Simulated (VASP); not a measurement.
# CdInC4N4 (P-43m) in VASP: notebook, part 2 of 2

VASP 6.6.1.

## Step 5: Relaxation of cell and atoms, PBE

This run uses another cell than the first one, of 22.51 Å³/atom.

INCAR

```
SYSTEM = CdInC4N4
PREC = Accurate
ENCUT = 600
EDIFF = 1E-7
ISMEAR = 0
SIGMA = 0.1
LREAL = .False.
LASPH = .True.
NELM = 60
ALGO = Normal
ISIF = 3
LWAVE = .False.
LCHARG = .False.
GGA = PE
IBRION = 2
NSW = 90
EDIFFG = -0.04
```

KPOINTS

```
regular mesh
0
Gamma
  4 4 4
  0 0 0
```

POSCAR

```
CdInC4N4
1.0
    6.0835397900      0.0000000000      0.0000000000
    0.0000000000      6.0835397900      0.0000000000
    0.0000000000      0.0000000000      6.0835397900
Cd In C N
1 1 4 4
Direct
    0.5000000000      0.5000000000      0.5000000000
    0.0000000000      0.0000000000      0.0000000000
    0.1899022500      0.1899022500      0.1899022500
    0.1899022500      0.8100977500      0.8100977500
    0.8100977500      0.1899022500      0.8100977500
    0.8100977500      0.8100977500      0.1899022500
    0.3009395500      0.3009395500      0.3009395500
    0.3009395500      0.6990604500      0.6990604500
    0.6990604500      0.3009395500      0.6990604500
    0.6990604500      0.6990604500      0.3009395500
```

Launch:

```bash
> cat potpaw_PBE.64/Cd/POTCAR potpaw_PBE.64/In_d/POTCAR potpaw_PBE.64/C/POTCAR potpaw_PBE.64/N/POTCAR > POTCAR
> mpirun -np 1 vasp_std > vasp.out
```

Wall time 25 min (1 thread of Intel Xeon 8259CL, shared host); peak memory 0.44 GiB.

The run converged. Its results:

* Free energy: -67.5464 eV
* Relaxed volume: 26.15 Å³/atom
* Relaxed cell: a = 6.395 Å, b = 6.395 Å, c = 6.395 Å, α = 90.00°, β = 90.00°, γ = 90.00°
* Space group after relaxing (to 0.1 Å): P-43m (No. 215)
* Energy gained by relaxing: 102.9 meV/atom
* Ionic steps: 10
* Pressure after relaxing: 0.0 GPa
* Largest force after relaxing: 0.007 eV/Å
* Band gap on the k mesh: zero (an odd number of electrons rules out a gap without spin polarisation)

Forces on the atoms (eV/Å):
```
Cd   0.000  0.000  0.000
In   0.000  0.000  0.000
C   -0.004 -0.004 -0.004
C   -0.004  0.004  0.004
C    0.004 -0.004  0.004
C    0.004  0.004 -0.004
N    0.002  0.002  0.002
N    0.002 -0.002 -0.002
N   -0.002  0.002 -0.002
N   -0.002 -0.002  0.002
```

Step by step:
```tsv
step	energy change (eV)	largest force (eV/Å)	pressure (GPa)	volume (Å³)
1	0.0000	2.1605	8.19	225.15
2	0.3867	10.3754	7.81	264.76
3	-0.5645	3.9328	7.01	240.94
4	-1.0081	0.5261	1.30	255.89
5	-1.0264	0.3230	0.01	260.00
6	-1.0263	0.2586	0.12	259.61
7	-1.0285	0.0979	0.10	260.47
8	-1.0291	0.0493	0.07	261.26
9	-1.0291	0.0440	0.07	261.23
10	-1.0292	0.0071	0.00	261.50
```

Final structure:
```
Cd In C N
1.0
     6.39472    0.00000    0.00000
     0.00000    6.39472    0.00000
     0.00000    0.00000    6.39472
Cd In C N
1 1 4 4
Direct
  0.50000 0.50000 0.50000
  0.00000 0.00000 0.00000
  0.19570 0.19570 0.19570
  0.19570 0.80430 0.80430
  0.80430 0.19570 0.80430
  0.80430 0.80430 0.19570
  0.30180 0.30180 0.30180
  0.30180 0.69820 0.69820
  0.69820 0.30180 0.69820
  0.69820 0.69820 0.30180
```

Levels at points of the mesh, in eV from the Fermi level:
```
           k point  band 28  band 29  band 30  band 31  band 32  band 33
(0.00, 0.00, 0.00)    -6.53    -6.53    -6.53    -0.04    -0.04    -0.04
(0.50, 0.00, 0.00)    -6.49    -6.16    -6.16     0.04     0.04     0.21
(0.50, 0.50, 0.00)    -6.46    -6.18    -6.18     0.13     0.30     0.30
(0.50, 0.50, 0.50)    -6.52    -6.49    -6.49     0.30     0.30     0.30
```

Caveat: the volume moved by over 15 % at a fixed basis, so the end points are rough; spin-orbit coupling is left out, which moves the levels of the heavy elements.

## Step 6: Single point, PBE, collinear spin, ferromagnetic start

This run uses another cell than the first one, of 22.51 Å³/atom.

INCAR

```
PREC = Accurate ; ENCUT = 520
EDIFF = 1E-6 ; ISMEAR = 0
SIGMA = 0.1 ; LREAL = F
LASPH = T ; NELM = 150
ALGO = Normal ; ISIF = 2
LWAVE = F ; LCHARG = F
ISPIN = 2 ; MAGMOM = 0 0 1 1 1 1 1 1 1 1
LORBIT = 11 ; GGA = PE
NBANDS = 46
```

KPOINTS

```
Automatic mesh
0
Gamma
  4 4 4
```

POSCAR is that of step 5.

Potentials or basis: VASP PAW PBE potentials, release 64 (Cd, In_d, C, N).

Launch:

```bash
> cat potpaw_PBE.64/Cd/POTCAR potpaw_PBE.64/In_d/POTCAR potpaw_PBE.64/C/POTCAR potpaw_PBE.64/N/POTCAR > POTCAR
> mpirun -np 1 vasp_std > vasp.out
```

It took 6.8 min on 1 thread of Intel Xeon 8259CL, shared host; peak memory 0.51 GiB.

Results (log left out):

```
Free energy                                           : -66.5072 eV
Pressure                                              : 8.3 GPa
Largest force                                         : 2.137 eV/Å
Net moment                                            : 0.80 μB per cell
Site moments                                          : Cd +0.02; In +0.05; C +0.04; N +0.04 μB
Valence electrons inside the program's atomic spheres : Cd 10.39; In 12.04; C 2.63; N 3.88
```

Forces in eV/Å, atoms in the order of the input:
```
Cd   0.000  0.000  0.000
In   0.000  0.000  0.000
C    1.234  1.234  1.234
C    1.234 -1.234 -1.234
C   -1.234  1.234 -1.234
C   -1.234 -1.234  1.234
N   -0.239 -0.239 -0.239
N   -0.239  0.239  0.239
N    0.239 -0.239  0.239
N    0.239  0.239 -0.239
```

Levels at points of the mesh, in eV from the Fermi level:
Spin up:
```csv
k point,band 26,band 27,band 28,band 29,band 30,band 31,band 32,band 33,band 34,band 35
"(0.00, 0.00, 0.00)",-6.76,-6.76,-6.58,-6.58,-6.58,-0.12,-0.12,-0.12,0.74,0.74
"(0.50, 0.00, 0.00)",-6.73,-6.56,-6.50,-6.05,-6.05,-0.04,-0.04,0.18,0.51,0.85
"(0.50, 0.50, 0.00)",-6.63,-6.62,-6.55,-6.06,-6.06,0.14,0.27,0.27,0.43,0.98
"(0.50, 0.50, 0.50)",-6.68,-6.68,-6.68,-6.58,-6.58,0.29,0.29,0.29,0.81,0.81
```
Spin down:
```
           k point  band 27  band 28  band 29  band 30  band 31  band 32  band 33  band 34
(0.00, 0.00, 0.00)    -6.68    -6.47    -6.47    -6.47     0.04     0.04     0.04     0.89
(0.50, 0.00, 0.00)    -6.47    -6.39    -5.96    -5.96     0.13     0.13     0.34     0.66
(0.50, 0.50, 0.00)    -6.51    -6.45    -5.97    -5.97     0.31     0.44     0.44     0.58
(0.50, 0.50, 0.50)    -6.57    -6.57    -6.47    -6.47     0.45     0.45     0.45     0.97
```

Caveat: the cell stands under pressure; a moment this small can come from the mesh or the smearing; spin-orbit coupling is left out, which moves the levels of the heavy elements; forces of over 1 eV/Å act on the atoms, so gaps and moduli don't describe the material at rest.

## Step 7: Overview

| task | spin | cell | k mesh | cutoff (eV) | gap on the mesh (eV) | pressure (GPa) | largest force (eV/Å) |
| --- | --- | --- | --- | --- | --- | --- | --- |
| single point | off | a = 6.381 Å, 10 atoms, atomic positions A | 4 × 4 × 4 | 520 | none | 0.5 | 0.37 |
| single point | off | a = 6.084 Å, 10 atoms, atomic positions B | 4 × 4 × 4 | 520 | none | 8.3 | 2.14 |
| single point | off | a = 6.386 Å, 10 atoms, atomic positions A | 6 × 6 × 6 | 520 | none | 0.4 | 0.38 |
| relaxation of cell and atoms | off | relaxed from a = 6.084 Å, 10 atoms, atomic positions B | 4 × 4 × 4 | 600 | none | 0.0 | 0.01 |
| single point | collinear, ferromagnetic start | a = 6.084 Å, 10 atoms, atomic positions B | 4 × 4 × 4 | 520 | none | 8.3 | 2.14 |

Alike in all rows: level PBE; potentials or basis VASP PAW PBE potentials, release 64 (Cd, In_d, C, N); smearing gaussian 0.1 eV.

Caveats: spin-orbit coupling is left out, which moves the levels of the heavy elements; the cell stands under pressure (at least some runs); forces of over 1 eV/Å act on the atoms, so gaps and moduli don't describe the material at rest (at least some runs); the volume moved by over 15 % at a fixed basis, so the end points are rough (at least some runs); a moment this small can come from the mesh or the smearing (at least some runs).

Total energies depend on the potentials used, so only differences within one code and one set of settings carry meaning.
